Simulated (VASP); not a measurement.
A run of VASP 6.6.1:

The input INCAR:

```
SYSTEM = Cd4O3
PREC = Accurate
ENCUT = 600
EDIFF = 1E-7
ISMEAR = 0
SIGMA = 0.2
LREAL = .False.
LASPH = .True.
NELM = 120
ALGO = Normal
ISIF = 3
LWAVE = .False.
LCHARG = .False.
GGA = PE
IBRION = 2
NSW = 36
EDIFFG = -0.08
GGA_COMPAT = .False.
NELMIN = 4
```

Contents of KPOINTS:

```
regular mesh
0
Gamma
  5 5 5
  0 0 0
```

POSCAR

```
Cd4O3
1.0
   -2.3408939500      2.3408939500      4.7204549700
    2.3408939500     -2.3408939500      4.7204549700
    2.3408939500      2.3408939500     -4.7204549700
Cd O
4 3
Direct
    0.2601633100      0.2601633100      0.0000000000
    0.5000000000      0.0000000000      0.5000000000
    0.0000000000      0.5000000000      0.5000000000
    0.7398366900      0.7398366900      0.0000000000
    0.7500000000      0.2500000000      0.5000000000
    0.2500000000      0.7500000000      0.5000000000
    0.5000000000      0.5000000000      0.0000000000
```

Potentials or basis: VASP PAW PBE potentials, release 64 (Cd, O).

Command:

```bash
$ cat potpaw_PBE.64/Cd/POTCAR potpaw_PBE.64/O/POTCAR > POTCAR
$ mpirun -np 1 vasp_std > vasp.out
```

Hardware: 1 thread of Oxide Virtual Turin-like Processor, on a shared host.

Task: How long does it take, and how much memory?

Result: Run time: 22 min on 1 thread of Oxide Virtual Turin-like Processor (shared host), peak memory 0.34 GiB. Counts: scf iterations 107, k points 18, ion steps 10.
